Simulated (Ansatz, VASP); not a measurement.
## Y in VASP and in Ansatz

```
CELL_PARAMETERS angstrom
0.00000 2.49839 2.49839
2.49839 0.00000 2.49839
2.49839 2.49839 0.00000
ATOMIC_POSITIONS crystal
Y 0.00000 0.00000 0.00000
```

Alike in both runs: task single point; functional r2SCAN; k mesh 14 × 14 × 14; occupations gaussian, width 0.1 eV; no spin polarisation.

|  | VASP | Ansatz |
| --- | --- | --- |
| version | VASP 6.6.1 | Ansatz 0.2.0 |
| potentials or method | VASP PAW PBE potentials, release 64 (Y_sv), cutoff 520 eV | scalar-relativistic, plane waves, PAW |
| valence electrons in the cell | 11 | 11 |

```csv
,VASP,Ansatz,Ansatz less VASP
gap on the k mesh at the Fermi level (eV),none,none,-
pressure (GPa),2.7,2.6,-0.12
```

VASP's potentials were made for PBE, not for r2SCAN. A gap of «none» marks a metal or a gap that the smearing closes. With one functional, cell and mesh, what is left measures potentials, basis and numerics.
